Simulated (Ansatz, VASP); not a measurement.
## One calculation of TaN, two programs

File INCAR:

```
SYSTEM = TaN
  ALGO = Normal
  EDIFF = 1E-6
  ENCUT = 520
  GGA = PE
  ISIF = 2
  ISMEAR = -1
  LASPH = .TRUE.
  LCHARG = .FALSE.
  LREAL = .FALSE.
  LWAVE = .FALSE.
  NBANDS = 15
  NELM = 60
  PREC = Accurate
  SIGMA = 0.15
```

KPOINTS

```
k-points
0
G
  12 12 10
  0 0 0
```

Contents of POSCAR:

```
TaN
1.0
    2.9379988584      0.0000000000      0.0000000000
   -1.4689994292      2.5443816477      0.0000000000
    0.0000000000      0.0000000000      2.8830000000
Ta N
1 1
Direct
    0.3333333333      0.6666666667      0.5000000000
    0.0000000000      0.0000000000      0.0000000000
```

Input for Ansatz:

```yaml
crystal:
  lattice:
    - [2.9379988584, 0.0, 0.0]
    - [-1.4689994292, 2.5443816477, 0.0]
    - [0.0, 0.0, 2.883]
  atoms:
    - { symbol: Ta, position: [0.3333333333, 0.6666666667, 0.5] }
    - { symbol: "N", position: [0.0, 0.0, 0.0] }
kpoints:
  mp_grid: { grid: [12, 12, 10] }
scf:
  occupations: { method: fermi_dirac, width: 0.15 }
hamiltonian:
  xc: pbe
  pseudopotentials: { kind: all_electron, lapw: { basis_error: 0.0005 } }
output:
  forces: true
  stress: true
  eigenvalues: true
```

Alike in both runs: task single point; functional PBE; k mesh 12 × 12 × 10; occupations fermi-dirac, width 0.15 eV; no spin polarisation.

```csv
,VASP,Ansatz
version,VASP 6.6.1,Ansatz 0.2.0
potentials or method,"VASP PAW PBE potentials, release 64 (Ta_pv, N), cutoff 520 eV","all-electron LAPW, scalar-relativistic"
```

VASP gave:

| Item | Value |
| --- | --- |
| pressure (GPa) | 5.4 |
| traceless stress, the component that is largest in VASP (GPa) | 0.74 |

Estimate Ansatz's values.

pressure (GPa): 4.8; traceless stress, the component that is largest in VASP (GPa): 0.63.

Ansatz ran all-electron here, and VASP with PAW potentials.

Neither program's run includes spin-orbit coupling.
